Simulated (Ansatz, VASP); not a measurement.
One calculation of AgCl, two programs

INCAR

```
SYSTEM = AgCl
PREC = Accurate
ENCUT = 520
EDIFF = 1E-7
ISMEAR = 0
SIGMA = 0.05
LREAL = .FALSE.
LASPH = .TRUE.
NELM = 60
ALGO = Normal
ISIF = 2
LWAVE = .FALSE.
LCHARG = .TRUE.
GGA = PE
LELF = .TRUE.
LVHAR = .TRUE.
NBANDS = 46
```

The input KPOINTS:

```
Automatic mesh
0
G
  7 7 3
  0 0 0
```

POSCAR

```
AgCl
1.0
   -3.9643020236      0.0000000000     -0.1970743489
    0.0000000000     -3.9680551249      0.0000000000
   -1.3423218212      0.0000000000     11.1708043180
Ag Cl
4 4
Direct
    0.5746137377      0.7500000000      0.8751935818
    0.6746137377      0.7500000000      0.3751935818
    0.2253862623      0.2500000000      0.1248064182
    0.1253862623      0.2500000000      0.6248064182
    0.0750833047      0.2500000000      0.8748551066
    0.1750833047      0.2500000000      0.3748551066
    0.7249166953      0.7500000000      0.1251448934
    0.6249166953      0.7500000000      0.6251448934
```

Input for Ansatz:

```yaml
crystal:
  lattice:
    - [-3.9643020236, 0.0, -0.1970743489]
    - [0.0, -3.9680551249, 0.0]
    - [-1.3423218212, 0.0, 11.170804318]
  atoms:
    - { symbol: Ag, position: [0.5746137377, 0.75, 0.8751935818] }
    - { symbol: Ag, position: [0.6746137377, 0.75, 0.3751935818] }
    - { symbol: Ag, position: [0.2253862623, 0.25, 0.1248064182] }
    - { symbol: Ag, position: [0.1253862623, 0.25, 0.6248064182] }
    - { symbol: Cl, position: [0.0750833047, 0.25, 0.8748551066] }
    - { symbol: Cl, position: [0.1750833047, 0.25, 0.3748551066] }
    - { symbol: Cl, position: [0.7249166953, 0.75, 0.1251448934] }
    - { symbol: Cl, position: [0.6249166953, 0.75, 0.6251448934] }
basis:
  ecutwfc: 420
kpoints:
  mp_grid: { grid: [7, 7, 3] }
hamiltonian:
  xc: pbe
scf:
  occupations: { method: gaussian, width: 0.05 }
output:
  forces: true
  stress: true
  eigenvalues: true
```

Alike in both runs: task single point; functional PBE; k mesh 7 × 7 × 3; occupations gaussian, width 0.05 eV; no spin polarisation.

|  | VASP | Ansatz |
| --- | --- | --- |
| version | VASP 6.6.1 | Ansatz 0.2.0 |
| potentials or method | VASP PAW PBE potentials, release 64 (Ag, Cl), cutoff 520 eV | scalar-relativistic, plane waves, PAW |
| valence electrons in the cell | 72 | 104 |

Ansatz gave:

```
gap on the k mesh at the Fermi level (eV)                     : 0.90
least direct gap on the mesh (eV)                             : 2.14
pressure (GPa)                                                : -0.3
traceless stress, the component that is largest in VASP (GPa) : 0.39
rms of the force components (eV/Å)                            : 0.052
```

Which values does VASP return?

gap on the k mesh at the Fermi level (eV): 0.90; least direct gap on the mesh (eV): 2.13; pressure (GPa): -0.4; traceless stress, the component that is largest in VASP (GPa): 0.39; rms of the force components (eV/Å): 0.052.

Atom by atom the forces differ by 0.000 eV/Å (rms over components). VASP's potentials hold 72 valence electrons a cell and Ansatz's 104, so a difference there can come from the potentials and not from the codes.
